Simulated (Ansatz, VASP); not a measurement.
**AlRu in VASP and in Ansatz**

```
Ru Al
1.0
     2.89553    0.00000    0.00000
    -1.44777    2.50761    0.00000
     0.00000    0.00000    3.89244
Ru Al
1 1
Direct
  0.00000 0.00000 0.00000
  0.33333 0.66667 0.50000
```

Change from the starting cell: volume scaled by 1, PAW files.

Alike in both runs: task single point; functional PBE; k mesh 13 × 13 × 12; occupations fermi-dirac, width 0.05 eV; no spin polarisation.

|  | VASP | Ansatz |
| --- | --- | --- |
| version | VASP 6.6.1 | Ansatz 0.2.0 |
| potentials or method | VASP PAW PBE potentials, release 64 (Ru_pv, Al) | PAW with Ansatz's default frozen-core files, scalar-relativistic |
| plane-wave cutoff (eV) | 520 | 420 |
| valence electrons in the cell | 17 | 19 |

|  | VASP | Ansatz | Ansatz less VASP |
| --- | --- | --- | --- |
| pressure (GPa) | 0.0 | 0.0 | +0.05 |

The functional is the same, so the differences come from potentials, cutoffs and numerics. VASP's potentials hold 17 valence electrons a cell and Ansatz's 19, so a difference there can come from the potentials and not from the codes.
